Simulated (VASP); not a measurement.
Here is a VASP 6.6.1 calculation.

Contents of INCAR:

```
SYSTEM = Be6N
ALGO = Normal ; EDIFF = 1E-6
EDIFFG = -0.04 ; ENCUT = 600
GGA = PE ; IBRION = 2
ISIF = 3 ; ISMEAR = 0
LASPH = .True. ; LCHARG = .False.
LREAL = .False. ; LWAVE = .False.
NELM = 60 ; NSW = 90
PREC = Accurate ; SIGMA = 0.1
```

The input KPOINTS:

```
k-points
0
Gamma
  6 6 6
  0 0 0
```

The input POSCAR:

```
Be6N
1.0
    3.8995017900      0.0000000000      0.0000000000
   -1.9497509000      3.3770676100      0.0000000000
    0.0000000000      0.0000000000      3.3042655200
Be N
6 1
Direct
    0.0000000000      0.3336124100      0.5000000000
    0.6663875900      0.6663875900      0.5000000000
    0.3336124100      0.0000000000      0.5000000000
    0.0000000000      0.6663875900      0.5000000000
    0.3336124100      0.3336124100      0.5000000000
    0.6663875900      0.0000000000      0.5000000000
    0.0000000000      0.0000000000      0.0000000000
```

Potentials or basis: VASP PAW PBE potentials, release 64 (Be, N).

The run is started by

```bash
$ cat potpaw_PBE.64/Be/POTCAR potpaw_PBE.64/N/POTCAR > POTCAR
$ mpirun -np 1 vasp_std > vasp.out
```

**Question.** Predict the relaxed cell.

**Answer.** a = 6.236 Å, b = 6.236 Å, c = 1.978 Å, α = 90.00°, β = 90.00°, γ = 120.00°.

**Question.** Estimate the space group after relaxing (to 0.05 Å).

**Answer.** P6/mmm (No. 191).

**Question.** What does it give for the relaxed volume?

**Answer.** 9.51 Å³/atom.

Forces on the atoms (eV/Å):
```
Be  -0.003  0.006  0.000
Be  -0.003 -0.006  0.000
Be   0.007  0.000  0.000
Be   0.003 -0.006  0.000
Be   0.003  0.006  0.000
Be  -0.007  0.000  0.000
N    0.000  0.000  0.000
```

Caveat: the volume moved by over 15 % at a fixed basis, so the end points are rough.
